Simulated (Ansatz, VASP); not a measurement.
## One calculation of LiCl, two programs

File POSCAR:

```
LiCl
1.0
    0.0000000000      2.6288790000      2.6288790000
    2.6288790000      0.0000000000      2.6288790000
    2.6288790000      2.6288790000      0.0000000000
Li Cl
1 1
Direct
    0.0000000000      0.0000000000      0.0000000000
    0.5000000000      0.5000000000      0.5000000000
```

File INCAR.step1:

```
SYSTEM = LiCl
ALGO = Normal
EDIFF = 1E-4
ENCUT = 520
GGA = PE
ISMEAR = 0
LASPH = .TRUE.
LCHARG = .FALSE.
LREAL = .FALSE.
LWAVE = .TRUE.
NBANDS = 12
NELM = 100
PREC = Accurate
SIGMA = 0.05
```

Contents of INCAR.step2:

```
SYSTEM = LiCl
ALGO = Normal
EDIFF = 1E-6
ENCUT = 520
ISIF = 2
ISMEAR = 0
ISTART = 1
LASPH = .TRUE.
LCHARG = .TRUE.
LELF = .TRUE.
LMIXTAU = .TRUE.
LREAL = .FALSE.
LVHAR = .TRUE.
LWAVE = .FALSE.
METAGGA = R2SCAN
NBANDS = 12
NELM = 100
PREC = Accurate
SIGMA = 0.05
```

KPOINTS

```
k-points
0
G
  8 8 8
  0 0 0
```

Input for Ansatz:

```yaml
crystal:
  lattice:
    - [0.0, 2.628879, 2.628879]
    - [2.628879, 0.0, 2.628879]
    - [2.628879, 2.628879, 0.0]
  atoms:
    - { symbol: Li, position: [0.0, 0.0, 0.0] }
    - { symbol: Cl, position: [0.5, 0.5, 0.5] }
basis:
  ecutwfc: 500
kpoints:
  mp_grid: { grid: [8, 8, 8] }
hamiltonian:
  xc: r2scan
scf:
  occupations: { method: gaussian, width: 0.05 }
output:
  forces: true
  stress: true
  eigenvalues: true
```

Change from the starting cell: strain +0.025 along x and y, +0.025 along z, atoms carried along.

Alike in both runs: task single point; functional r2SCAN; k mesh 8 × 8 × 8; occupations gaussian, width 0.05 eV; no spin polarisation.

```csv
,VASP,Ansatz
version,VASP 6.6.1,Ansatz 0.2.0
potentials or method,"VASP PAW PBE potentials, release 64 (Li_sv, Cl), cutoff 520 eV","scalar-relativistic, plane waves, PAW"
valence electrons in the cell,10,10
```

|  | VASP | Ansatz | Ansatz less VASP |
| --- | --- | --- | --- |
| gap on the k mesh at the Fermi level (eV) | 6.88 | 6.79 | -0.082 |
| least direct gap on the mesh (eV) | 6.88 | 6.79 | -0.082 |

VASP's potentials were made for PBE, not for r2SCAN.

Noted on VASP's run: the cutoff is under 1.25 times that of the potentials, so the pressure is a little rough.
